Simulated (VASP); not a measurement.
# Te2Mo (P6_3/mmc) in VASP: single point with r2SCAN

Aim: the single point of Te2Mo with r2SCAN.

Program: VASP 6.6.1. These are calculated values, not measurements. Logs are shortened: lines on timing, memory, paths and dates and some standing lists are left out, and cuts for length are marked.

### 1 The cell of the first run

Symmetry: P6_3/mmc, No. 194, hexagonal system. Conventional cell: a = 3.542 Å, b = 3.542 Å, c = 14.177 Å, α = 90.00°, β = 90.00°, γ = 120.00°. Within 3.6 Å of Mo (site symmetry -6m2) lie 6 Te at 2.72 Å and 6 Mo at 3.54 Å. Within 3.6 Å of Te (site symmetry 3m) lie 3 Mo at 2.72 Å and 7 Te at 3.54 to 3.59 Å.

### 2 Single point, r2SCAN

The input, POSCAR:

```
Te2Mo
1.0
    3.5421311195      0.0000000000      0.0000000000
   -1.7710655598      3.0675755330      0.0000000000
    0.0000000000      0.0000000000     14.1766720015
Mo Te
2 4
Direct
    0.3333333333      0.6666666667      0.2500000000
    0.6666666667      0.3333333333      0.7500000000
    0.6666666667      0.3333333333      0.3765845055
    0.6666666667      0.3333333333      0.1234154945
    0.3333333333      0.6666666667      0.8765845055
    0.3333333333      0.6666666667      0.6234154945
```

The input, INCAR.step1:

```
PREC = Accurate ; ENCUT = 520
ISMEAR = 0 ; SIGMA = 0.01
LREAL = F ; LASPH = T
NELM = 80 ; NBANDS = 35
GGA = PE ; ALGO = Normal
EDIFF = 1E-4 ; LWAVE = T
LCHARG = F
```

The input, INCAR.step2:

```
PREC = Accurate ; ENCUT = 520
EDIFF = 1E-6 ; ISMEAR = 0
SIGMA = 0.01 ; LREAL = F
LASPH = T ; NELM = 80
ALGO = Normal ; ISIF = 2
LWAVE = F ; LCHARG = F
METAGGA = R2SCAN ; LMIXTAU = T
NBANDS = 35 ; ISTART = 1
```

The input, KPOINTS:

```
Automatic mesh
0
Gamma
  12 12 2
```

Potentials or basis: VASP PAW PBE potentials, release 64 (Mo_sv, Te).

Command:

```sh
cat potpaw_PBE.64/Mo_sv/POTCAR potpaw_PBE.64/Te/POTCAR > POTCAR
cp INCAR.step1 INCAR
mpirun -np 1 vasp_std > vasp.out
cp INCAR.step2 INCAR
mpirun -np 1 vasp_std > vasp.out
```

OUTCAR:

```text
PREC = Accurate
   ENCUT = 520
   EDIFF = 1E-6
   ISMEAR = 0
   LREAL = F
   LASPH = T
   NELM = 80
   ISIF = 2
   METAGGA = R2SCAN
   ISTART = 1

 ion  position               nearest neighbor table
   1  0.333  0.667  0.250-   3 2.72   4 2.72   3 2.72   4 2.72   3 2.72   4 2.72
   2  0.667  0.333  0.750-   5 2.72   6 2.72   5 2.72   6 2.72   5 2.72   6 2.72
   3  0.667  0.333  0.377-   1 2.72   1 2.72   1 2.72   4 3.59
   4  0.667  0.333  0.123-   1 2.72   1 2.72   1 2.72   3 3.59
   5  0.333  0.667  0.877-   2 2.72   2 2.72   2 2.72   6 3.59
   6  0.333  0.667  0.623-   2 2.72   2 2.72   2 2.72   5 3.59

  LATTYP: Found a hexagonal cell.
 ALAT       =     3.5421311195
 C/A-ratio  =     4.0023001756

  Lattice vectors:

 A1 = (   3.5421311195,   0.0000000000,   0.0000000000)
 A2 = (  -1.7710655598,   3.0675755330,   0.0000000000)
 A3 = (   0.0000000000,   0.0000000000,  14.1766720015)

Analysis of symmetry for initial positions (statically):
=====================================================================
 Subroutine PRICEL returns:
 Original cell was already a primitive cell.

 Routine SETGRP: Setting up the symmetry group for a
 hexagonal supercell.

 Subroutine GETGRP returns: Found 24 space group operations
 (whereof 12 operations were pure point group operations)
 out of a pool of 24 trial point group operations.

The static configuration has the point symmetry D_3d.
 The point group associated with its full space group is D_6h.

Analysis of symmetry for dynamics (positions and initial velocities):
=====================================================================
 Subroutine PRICEL returns:
 Original cell was already a primitive cell.

 Routine SETGRP: Setting up the symmetry group for a
 hexagonal supercell.

 Subroutine GETGRP returns: Found 24 space group operations
 (whereof 12 operations were pure point group operations)
 out of a pool of 24 trial point group operations.

The dynamic configuration has the point symmetry D_3d.
 The point group associated with its full space group is D_6h.

 Subroutine INISYM returns: Found 24 space group operations
 (whereof 12 operations are pure point group operations),
 and found     1 'primitive' translations

----------------------------------------------------------------------------------------

                                     Primitive cell

  volume of cell :     154.0402

  direct lattice vectors                    reciprocal lattice vectors
     3.542131120  0.000000000  0.000000000     0.282315918  0.162995171  0.000000000
    -1.771065560  3.067575533  0.000000000     0.000000000  0.325990343  0.000000000
     0.000000000  0.000000000 14.176672002     0.000000000  0.000000000  0.070538417

  length of vectors
     3.542131120  3.542131120 14.176672002     0.325990343  0.325990343  0.070538417

  position of ions in fractional coordinates (direct lattice)
     0.333333333  0.666666667  0.250000000
     0.666666667  0.333333333  0.750000000
     0.666666667  0.333333333  0.376584505
     0.666666667  0.333333333  0.123415495
     0.333333333  0.666666667  0.876584505
     0.333333333  0.666666667  0.623415495

  ion indices of the primitive-cell ions
   primitive index   ion index
                 1           1
                 2           2
                 3           3
                 4           4
                 5           5
                 6           6

----------------------------------------------------------------------------------------

 KPOINTS: Automatic mesh

Automatic generation of k-mesh.
 Grid dimensions read from file:
 generate k-points for:   12   12    2

 Generating k-lattice:

  Cartesian coordinates                     Fractional coordinates (reciprocal lattice)
     0.023526327  0.013582931  0.000000000     0.083333333  0.000000000  0.000000000
     0.000000000  0.027165862  0.000000000     0.000000000  0.083333333  0.000000000
     0.000000000  0.000000000  0.035269208     0.000000000  0.000000000  0.500000000

  Length of vectors
     0.027165862  0.027165862  0.035269208

  Shift w.r.t. Gamma in fractional coordinates (k-lattice)
     0.000000000  0.000000000  0.000000000

 Subroutine IBZKPT returns following result:
 ===========================================

 Found     38 irreducible k-points:

 Following reciprocal coordinates:
            Coordinates               Weight
  0.000000  0.000000  0.000000      1.000000
  0.083333  0.000000  0.000000      6.000000
  0.166667  0.000000  0.000000      6.000000
  0.250000  0.000000  0.000000      6.000000
  0.333333  0.000000  0.000000      6.000000
  0.416667 -0.000000  0.000000      6.000000
[... 16 lines left out ...]
  0.250000  0.000000  0.500000      6.000000
  0.333333  0.000000  0.500000      6.000000
 [... further k-points ...]
   k-points           NKPTS =     38   k-points in BZ     NKDIM =     38   number of bands    NBANDS=     35
   number of dos      NEDOS =    301   number of ions     NIONS =      6
   total plane-waves  NPLWV =  84672
   dimension x,y,z NGX =    28 NGY =   28 NGZ =  108
   dimension x,y,z NGXF=    56 NGYF=   56 NGZF=  216
   ions per type =               2   4
   NGX,Y,Z   is equivalent  to a cutoff of  13.14, 13.14, 12.66 a.u.
   NGXF,Y,Z  is equivalent  to a cutoff of  26.28, 26.28, 25.33 a.u.
 SYSTEM =  unknown system
   PREC   = accura    normal or accurate (medium, high low for compatibility)
   ISTART =      1    job   : 0-new  1-cont  2-samecut
   ICHARG =      0    charge: 1-file 2-atom 10-const
   ISPIN  =      1    spin polarized calculation?
   LNONCOLLINEAR =      F non collinear calculations
   LSORBIT =      F    spin-orbit coupling
   LASPH  =      T    aspherical Exc in radial PAW
   ENCUT  =  520.0 eV  38.22 Ry    6.18 a.u.   6.59  6.59 26.36*2*pi/ulx,y,z
   NELM   =     80;   NELMIN=  2; NELMDL=  0     # of ELM steps
   EDIFF  = 0.1E-05   stopping-criterion for ELM
   LREAL  =      F    real-space projection
   EDIFFG = 0.1E-04   stopping-criterion for IOM
   NSW    =      0    number of steps for IOM
   IBRION =     -1    ionic relax: 0-MD 1-quasi-New 2-CG
   NFREE  =      0    steps in history (QN), initial steepest desc. (CG)
   ISIF   =      2    stress and relaxation
   ISYM   =      2    0-nonsym 1-usesym 2-fastsym
   POTIM  = 0.5000    time-step for ionic-motion
   TEBEG  =    0.0;   TEEND  =   0.0 temperature during run
   PSTRESS=    0.0 pullay stress
   NELECT =      52.0000    total number of electrons
   NUPDOWN=      -1.0000    fix difference up-down
   EMIN   =  10.00;   EMAX   =-10.00  energy-range for DOS
   EFERMI =   0.00;   METHOD = LEGACY
   ISMEAR =     0;   SIGMA  =   0.01  broadening in eV -4-tet -1-fermi 0-gaus
   EFERMI_NEDOS =   21; number of points for ismear=-14 and -15
   IALGO  =     38    algorithm
   IMIX   =      4    mixing-type and parameters
     AMIX     =   0.40;   BMIX     =  1.00
     AMIX_MAG =   1.60;   BMIX_MAG =  1.00
  volume/ion in A,a.u.               =      25.67       173.25
  Fermi-wavevector in a.u.,A,eV,Ry     =   1.139894  2.154088 17.678850  1.299359
  Thomas-Fermi vector in A             =   2.276597
   LORBIT       =      0    0 simple, 1 ext, 2 COOP (PROOUT), +10 PAW based schemes
   METAGGA = R2SCAN    functional components
   LHFCALC =     F    Hartree Fock is set to
   AEXX    =    0.0000 exact exchange contribution
   IVDW    =     0    specifies the selected vdW correction
   LEPSILON=     F    determine dielectric tensor
   LRPA    =     F    only Hartree local field effects (RPA)
 non-spin polarized calculation
 Gauss-broadening in eV      SIGMA  =   0.01
  energy-cutoff  :      520.00
  volume of cell :      154.04
 maximum number of plane-waves:      4205
 NGX is ok and might be reduce to    28
   NGX = 13   NGY = 13   NGZ = 53

 number of electron      52.0000003 magnetization

 Free energy of the ion-electron system (eV)
  ---------------------------------------------------
  ext. energy  EPLUGINS =         0.00000000
  ---------------------------------------------------
  free energy    TOTEN  =      -155.63671128 eV

  energy without entropy =     -155.63671128  energy(sigma->0) =     -155.63671128

 E-fermi :   7.9233     XC(G=0): -10.8508

 val. band max:        7.6915410268   @ k =   0.0000   0.0000   0.0000
 cond. band min:       8.6170688718   @ k =   0.2500   0.1667   0.0000
 fundamental gap:      0.9255278451
 Fermi energy:         7.9233108440

 k-point     1 :       0.0000    0.0000    0.0000
  band No.  band energies     occupation
      1     -55.0924      2.00000
      2     -55.0924      2.00000
      3     -28.5230      2.00000
      4     -28.5230      2.00000
      5     -28.4198      2.00000
      6     -28.4198      2.00000
[... 27 lines left out ...]
     34      11.1454      0.00000
     35      13.8789      0.00000

 k-point     2 :       0.0833    0.0000    0.0000
  band No.  band energies     occupation
      1     -55.0917      2.00000
      2     -55.0917      2.00000
      3     -28.5210      2.00000
      4     -28.5210      2.00000
      5     -28.4287      2.00000
      6     -28.4287      2.00000
[... 27 lines left out ...]
     34      10.9461      0.00000
     35      14.2857      0.00000

 k-point     3 :       0.1667    0.0000    0.0000
  band No.  band energies     occupation
      1     -55.0898      2.00000
      2     -55.0898      2.00000
      3     -28.5154      2.00000
      4     -28.5154      2.00000
      5     -28.4532      2.00000
      6     -28.4532      2.00000
[... 27 lines left out ...]
     34      11.1521      0.00000
     35      14.5104      0.00000
[... 723 lines left out ...]
 k-point    23 :       0.2500    0.0000    0.5000
  band No.  band energies     occupation
      1     -55.0873      2.00000
      2     -55.0873      2.00000
      3     -28.5078      2.00000
      4     -28.5078      2.00000
      5     -28.4865      2.00000
      6     -28.4865      2.00000
[... 27 lines left out ...]
     34      11.2137      0.00000
     35      14.2932      0.00000

 k-point    24 :       0.3333    0.0000    0.5000
  band No.  band energies     occupation
      1     -55.0847      2.00000
      2     -55.0847      2.00000
      3     -28.5195      2.00000
      4     -28.5195      2.00000
      5     -28.5002      2.00000
      6     -28.5002      2.00000
[... 27 lines left out ...]
     34      11.3196      0.00000
     35      13.3016      0.00000

 [... further k-points ...]

------------------------ aborting loop because EDIFF is reached ----------------------------------------

  FORCE on cell =-STRESS in cart. coord.  units (eV):
  Direction    XX          YY          ZZ          XY          YZ          ZX
  --------------------------------------------------------------------------------------
  -------------------------------------------------------------------------------------
  Total        1.2370955      1.2370955      1.2219269     -0.0000000      0.0000000      0.0000000
  in kB       12.8670685     12.8670685     12.7092997     -0.0000000      0.0000000      0.0000000
  external PRESSURE =      12.8144789 kB  Pullay stress =       0.0000000 kB

 VOLUME and BASIS-vectors are now :
 -----------------------------------------------------------------------------
  energy-cutoff  :      520.00
  volume of cell :      154.04
      direct lattice vectors                 reciprocal lattice vectors
     3.542131120  0.000000000  0.000000000     0.282315918  0.162995171  0.000000000
    -1.771065560  3.067575533  0.000000000     0.000000000  0.325990343  0.000000000
     0.000000000  0.000000000 14.176672002     0.000000000  0.000000000  0.070538417

 POSITION                                       TOTAL-FORCE (eV/Angst)
 -----------------------------------------------------------------------------------
     -0.00000      2.04505      3.54417         0.000000     -0.000000      0.000000
      1.77107      1.02253     10.63250        -0.000000      0.000000      0.000000
      1.77107      1.02253      5.33872         0.000000      0.000000     -0.007770
      1.77107      1.02253      1.74962         0.000000      0.000000      0.007770
     -0.00000      2.04505     12.42705         0.000000      0.000000     -0.007770
     -0.00000      2.04505      8.83796         0.000000      0.000000      0.007770
 -----------------------------------------------------------------------------------
    total drift:                                0.000000     -0.000000      0.000000

  FREE ENERGIE OF THE ION-ELECTRON SYSTEM (eV)
  ---------------------------------------------------
  free  energy   TOTEN  =      -155.6367112792 eV

  energy  without entropy=     -155.6367112792  energy(sigma->0) =     -155.63671128
```

Wall time 11 min (1 thread of Intel Xeon Platinum 8259CL at 2.50GHz (Skylake/Cascade Lake), shared host); peak memory 0.42 GiB.

Results:

```
Free energy            : -155.6367 eV
Pressure               : 1.3 GPa
Largest force          : 0.008 eV/Å
Band gap on the k mesh : 0.93 eV (least direct gap 1.09 eV)
```

Forces in eV/Å, atoms in the order of the input:
```
Mo   0.000  0.000  0.000
Mo   0.000  0.000  0.000
Te   0.000  0.000 -0.008
Te   0.000  0.000  0.008
Te   0.000  0.000 -0.008
Te   0.000  0.000  0.008
```

Levels at points of the mesh, in eV from the valence-band top:
```csv
k point,band 22,band 23,band 24,band 25,band 26,band 27,band 28,band 29,band 30,band 31
"(0.00, 0.00, 0.00)",-1.14,-1.14,-0.98,-0.50,0.00,2.98,2.98,3.09,3.09,3.24
"(0.50, 0.00, 0.00)",-1.89,-1.00,-0.95,-0.73,-0.49,1.31,1.37,1.58,1.85,2.89
"(0.00, 0.00, 0.50)",-1.16,-1.16,-1.16,-0.12,-0.12,3.02,3.02,3.02,3.02,3.37
"(0.50, 0.00, 0.50)",-1.98,-0.97,-0.97,-0.61,-0.61,1.34,1.34,1.73,1.73,3.30
```

Caveat: the PAW data sets were made with another functional, which shifts forces and pressure a little; spin-orbit coupling is left out, which moves the levels of the heavy elements. A k mesh can miss the band edges.
